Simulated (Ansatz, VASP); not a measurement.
CoO in VASP and in Ansatz

Contents of INCAR:

```
PREC     = Accurate       # precision mode
ENCUT    = 520            # plane-wave cutoff, eV
EDIFF    = 1E-6           # SCF threshold, eV
ISMEAR   = 0              # smearing method
SIGMA    = 0.15           # smearing width, eV
LREAL    = F              # projectors in reciprocal space
LASPH    = T              # aspherical terms in the spheres
NELM     = 150            # most SCF steps
ALGO     = Normal         # electronic algorithm
ISIF     = 2              # what is computed and relaxed
LWAVE    = F              # write WAVECAR
LCHARG   = F              # write CHGCAR
ISPIN    = 2              # spin polarisation
MAGMOM   = 2.7 0.34       # initial moments
LORBIT   = 11             # projections on sites
LMAXMIX  = 4              # l up to which the mixer works
GGA      = PE             # functional
NBANDS   = 18             # bands
```

File KPOINTS:

```
regular mesh
0
Gamma
  22 22 22
```

File POSCAR:

```
CoO
1.0
   -1.5080001529      1.5080001529      2.1072499549
    1.5080001529     -1.5080001529      2.1072499549
    1.5080001529      1.5080001529     -2.1072499549
Co O
1 1
Direct
    0.0296595095      0.0296595095      0.0000000000
    0.5000000000      0.5000000000      0.0000000000
```

Input for Ansatz:

```yaml
crystal:
  lattice:
    - [-1.5080001529, 1.5080001529, 2.1072499549]
    - [1.5080001529, -1.5080001529, 2.1072499549]
    - [1.5080001529, 1.5080001529, -2.1072499549]
  atoms:
    - { symbol: Co, position: [0.0296595095, 0.0296595095, 0.0], spin: 2.7 }
    - { symbol: O, position: [0.5, 0.5, 0.0], spin: 0.34 }
basis:
  ecutwfc: 420
kpoints:
  mp_grid: { grid: [22, 22, 22] }
hamiltonian:
  xc: pbe
scf:
  occupations: { method: gaussian, width: 0.15 }
output:
  forces: true
  stress: true
  eigenvalues: true
  populations: true
magnetization:
  spin_polarized: true
```

Change from the starting cell: all Co atoms moved +0.125 Å, as atom 1 along Cartesian [0 0 1].

Alike in both runs: task single point; functional PBE; k mesh 22 × 22 × 22; occupations gaussian, width 0.15 eV; collinear spin.

```csv
,VASP,Ansatz
version,VASP 6.6.1,Ansatz 0.2.0
potentials or method,"VASP PAW PBE potentials, release 64 (Co, O), cutoff 520 eV","scalar-relativistic, plane waves, PAW"
valence electrons in the cell,15,23
```

|  | VASP | Ansatz | Ansatz less VASP |
| --- | --- | --- | --- |
| gap on the k mesh at the Fermi level (eV) | none | none | - |
| pressure (GPa) | 0.9 | 1.5 | +0.59 |
| traceless stress, the component that is largest in VASP (GPa) | 3.47 | 3.54 | +0.064 |
| rms of the force components (eV/Å) | 0.215 | 0.210 | -0.0045 |
| net moment per atom (μB) | 1.44 | 1.46 | +0.016 |
| size of the moment on the site where the two differ most (μB) | 2.54 | 2.42 | -0.116 |

Site moments also hang on the region over which each program counts them. Atom by atom the forces differ by 0.004 eV/Å (rms over components). A gap of «none» marks a metal or a gap that the smearing closes. VASP's potentials hold 15 valence electrons a cell and Ansatz's 23, so a difference there can come from the potentials and not from the codes.
